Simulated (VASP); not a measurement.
**Al3Cu2: single point with PBEsol**

The system is Al3Cu2.

```
CELL_PARAMETERS angstrom
4.09195 0.00000 0.00000
-2.04598 3.54373 0.00000
0.00000 0.00000 4.99278
ATOMIC_POSITIONS crystal
Al 0.00000 0.00000 0.00000
Al 0.33333 0.66667 0.34993
Al 0.66667 0.33333 0.65007
Cu 0.33333 0.66667 0.83951
Cu 0.66667 0.33333 0.16049
```

- Program: VASP 6.6.1
- Task: single point
- Functional: PBEsol
- Potentials or basis: VASP PAW PBE potentials, release 64 (Al, Cu)
- Cutoff: 520 eV
- k mesh: 12 × 12 × 8
- Occupations: gaussian, width 0.2 eV
- Spin: no spin polarisation
- Dipole correction: no
- Further INCAR settings: ALGO = Fast; EDIFF = 1e-06; NBANDS = 24

```json
{
 "Pressure": "0.4 GPa",
 "Largest force": "0.064 eV/Å"
}
```

Forces on the atoms (eV/Å):
```
Al   0.000  0.000  0.000
Al   0.000  0.000  0.032
Al   0.000  0.000 -0.032
Cu   0.000  0.000  0.064
Cu   0.000  0.000 -0.064
```

Stress tensor (GPa, compression positive):
```
0.51 0.00 0.00
0.00 0.51 0.00
0.00 0.00 0.15
```

Levels at points of the mesh, in eV from the Fermi level:
```csv
k point,band 12,band 13,band 14,band 15,band 16,band 17,band 18,band 19
"(0.00, 0.00, 0.00)",-3.68,-3.62,-0.16,-0.16,1.36,1.36,2.56,2.92
"(0.50, 0.00, 0.00)",-4.08,-3.02,-2.98,-2.56,-0.78,-0.06,0.40,3.01
"(0.00, 0.00, 0.50)",-4.16,1.22,1.22,1.35,1.35,1.80,2.45,2.45
"(0.50, 0.00, 0.50)",-4.19,-4.12,-3.51,-1.74,-0.16,0.78,0.97,5.14
```

Wall time 2.7 min on 1 thread of Intel(R) Xeon(R) 6975P-C (Granite Rapids), on a shared host, peak memory 0.32 GiB.

Caveat: the PAW data sets were made with another functional, which shifts forces and pressure a little.
